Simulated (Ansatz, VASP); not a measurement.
## Two plane-wave programs on Ir

```xyz
6
Lattice="4.7609 0.0000 0.0000 0.0000 4.4542 0.0000 0.0000 0.0000 18.7487" Properties=species:S:1:pos:R:3 pbc="T T T"
Ir    1.7591    3.3406    8.1251
Ir    3.0018    1.1135    8.1251
Ir    4.1553    3.3406    9.3744
Ir    0.6055    1.1135    9.3744
Ir    1.7591    3.3406   10.6236
Ir    3.0018    1.1135   10.6236
```

Alike in both runs: functional PBE; k mesh 7 × 8 × 1; occupations fermi-dirac, width 0.08 eV; no spin polarisation.

Ansatz relaxed the structure, and its values are those at the end. VASP's run is a single point on that final structure, the one shown.

```csv
,VASP,Ansatz
version,VASP 6.6.1,Ansatz 0.2.0
potentials or method,"VASP PAW PBE potentials, release 64 (Ir)","PAW with Ansatz's default frozen-core files, scalar-relativistic"
plane-wave cutoff (eV),520,420
valence electrons in the cell,54,102
```

VASP gave:

```
rms of the force components (eV/Å) : 0.022
```

Task: What did Ansatz give for the same quantities?

Result: rms of the force components (eV/Å): 0.004.

With one functional, cell and mesh, what is left measures potentials, basis and numerics. VASP's potentials hold 54 valence electrons a cell and Ansatz's 102, so a difference there can come from the potentials and not from the codes. Ansatz's warnings: stress scf threshold loose.

Spin-orbit coupling is off throughout.
